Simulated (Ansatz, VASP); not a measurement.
**One calculation of TaN, two programs**

The input INCAR:

```
SYSTEM = TaN
PREC = Accurate ; ENCUT = 600
EDIFF = 1E-6 ; ISMEAR = -1
SIGMA = 0.025 ; LREAL = .FALSE.
LASPH = .TRUE. ; NELM = 100
ALGO = Normal ; ISIF = 3
LWAVE = .FALSE. ; LCHARG = .FALSE.
GGA = PS ; IBRION = 2
NSW = 100 ; EDIFFG = -0.002
```

KPOINTS

```
Automatic mesh
0
G
  12 12 12
  0 0 0
```

POSCAR

```
TaN
1.0
    0.0000000000      2.1790000000      2.1790000000
    2.1790000000      0.0000000000      2.1790000000
    2.1790000000      2.1790000000      0.0000000000
Ta N
1 1
Direct
    0.5000000000      0.5000000000      0.5000000000
    0.0000000000      0.0000000000      0.0000000000
```

Input for Ansatz:

```yaml
crystal:
  lattice:
    - [0.0, 2.179, 2.179]
    - [2.179, 0.0, 2.179]
    - [2.179, 2.179, 0.0]
  atoms:
    - { symbol: Ta, position: [0.5, 0.5, 0.5] }
    - { symbol: "N", position: [0.0, 0.0, 0.0] }
kpoints:
  mp_grid: { grid: [12, 12, 12] }
scf:
  occupations: { method: fermi_dirac, width: 0.025 }
  mixing: { preconditioner: ldos }
hamiltonian:
  xc: pbesol
  pseudopotentials: { kind: paw }
relax:
  f_tol: 0.002
  max_steps: 80
  cell: {}
output:
  forces: true
  stress: true
```

Alike in both runs: task relaxation of cell and atoms; functional PBEsol; k mesh 12 × 12 × 12; occupations fermi-dirac, width 0.025 eV; no spin polarisation.

```csv
,VASP,Ansatz
version,VASP 6.6.1,Ansatz 0.2.0
potentials or method,"VASP PAW PBE potentials, release 64 (Ta_pv, N)","PAW with Ansatz's default frozen-core files, scalar-relativistic"
plane-wave cutoff (eV),600,420
valence electrons in the cell,16,18
```

Ansatz gave:

| Item | Value |
| --- | --- |
| relaxed volume (Å³/atom) | 10.47 |
| relaxed cell length with the largest relative difference (Å) | 3.094 |

What did VASP give for the same quantities?

Relaxed volume (Å³/atom): 10.50; relaxed cell length with the largest relative difference (Å): 3.097.

VASP's potentials were made for PBE, not for PBEsol. VASP's potentials hold 16 valence electrons a cell and Ansatz's 18, so a difference there can come from the potentials and not from the codes.

Spin-orbit coupling is off throughout.
